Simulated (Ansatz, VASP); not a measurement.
## Two plane-wave programs on Cs

```
Cs
1.0
    -2.75008    2.75008    4.09724
     2.75008   -2.75008    4.09724
     2.75008    2.75008   -4.09724
Cs
1
Cartesian
  0.0000 0.0000 0.0000
```

Alike in both runs: task relaxation of cell and atoms; functional PBEsol; k mesh 7 × 7 × 7; occupations fermi-dirac, width 0.05 eV; no spin polarisation.

```csv
,VASP,Ansatz
version,VASP 6.6.1,Ansatz 0.2.0
potentials or method,"VASP PAW PBE potentials, release 64 (Cs_sv)",Ansatz PAW
plane-wave cutoff (eV),600,420
valence electrons in the cell,9,9
```

|  | VASP | Ansatz | Ansatz less VASP |
| --- | --- | --- | --- |
| gap on the k mesh at the Fermi level, each at its own relaxed structure (eV) | none | none | - |
| relaxed volume (Å³/atom) | 108.05 | 108.77 | +0.714 |
| relaxed cell length with the largest relative difference (Å) | 5.352 | 5.363 | +0.0106 |

VASP's potentials were made for PBE, not for PBEsol. A gap of «none» marks a metal or a gap that the smearing closes.

Spin-orbit coupling is off throughout. Noted on Ansatz's run: the plane-wave basis is chosen anew once the cell has moved, so the energies of steps on either side of that aren't comparable.
